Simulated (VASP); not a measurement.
Write the native input for VASP 6.6.1 that does the following.

```
Task                   : single point
Functional             : PBE
Potentials or basis    : VASP PAW PBE potentials, release 64 (Al, Ni)
Cutoff                 : 520 eV
k mesh                 : 20 × 20 × 20
Occupations            : gaussian, width 0.15 eV
Spin                   : no spin polarisation
Dipole correction      : no
Further INCAR settings : ALGO = Fast; EDIFF = 1e-06; NBANDS = 14
```

The structure of AlNi lies in POSCAR:

```
AlNi
1.0
    2.8930835326      0.0000000000      0.0000000000
    0.0000000000      2.8930835326      0.0000000000
    0.0000000000      0.0000000000      2.8930835326
Al Ni
1 1
Direct
    0.0000000000      0.0000000000      0.0000000000
    0.4126915141      0.4126915141      0.4126915141
```

This cell differs from its parent crystal: all Ni atoms moved +0.438 Å, as atom 2 towards its neighbour atom 1 (Al) at 2.505 Å.

One way to write it, as run:

INCAR

```
ALGO = Fast
EDIFF = 1E-6
ENCUT = 520
GGA = PE
ISIF = 2
ISMEAR = 0
LASPH = True
LCHARG = False
LREAL = False
LWAVE = False
NBANDS = 14
NELM = 60
PREC = Accurate
SIGMA = 0.15
```

KPOINTS

```
k-points
0
Gamma
  20 20 20
```

Potentials or basis: VASP PAW PBE potentials, release 64 (Al, Ni).

Run with:

```sh
$ cat potpaw_PBE.64/Al/POTCAR potpaw_PBE.64/Ni/POTCAR > POTCAR
$ mpirun -np 1 vasp_std > vasp.out
```

It gave:

| Item | Value |
| --- | --- |
| Pressure | 13.7 GPa |
| Largest force | 3.717 eV/Å |

Caveat: the cell differs from its parent crystal (all Ni atoms moved +0.438 Å, as atom 2 towards its neighbour atom 1 (Al) at 2.505 Å); forces of over 1 eV/Å act on the atoms, so gaps and moduli don't describe the material at rest.

Wall time 4.7 min on 1 thread of AMD EPYC 7R43 64-Core Processor (Zen 3), with other jobs on the host, peak memory 0.33 GiB.
